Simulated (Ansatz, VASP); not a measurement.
## One calculation of BP, two programs

```
CELL_PARAMETERS angstrom
0.00000 2.20535 2.20535
2.20535 0.00000 2.20535
2.20535 2.20535 0.00000
ATOMIC_POSITIONS crystal
B 0.00000 0.00000 0.00000
P 0.25000 0.25000 0.25000
```

Alike in both runs: task single point; functional PBEsol; k mesh 10 × 10 × 10; no spin polarisation.

|  | VASP | Ansatz |
| --- | --- | --- |
| version | VASP 6.6.1 | Ansatz 0.2.0 |
| potentials or method | VASP PAW PBE potentials, release 64 (B, P), cutoff 500 eV | scalar-relativistic, plane waves, PAW |
| occupations | gaussian, width 0.01 eV | fixed |
| valence electrons in the cell | 8 | 8 |

```tsv
	VASP	Ansatz	Ansatz less VASP
gap on the k mesh at the Fermi level (eV)	1.02	1.02	+0.005
least direct gap on the mesh (eV)	3.50	3.51	+0.008
pressure (GPa)	14.4	14.3	-0.11
```

VASP's potentials were made for PBE, not for PBEsol.
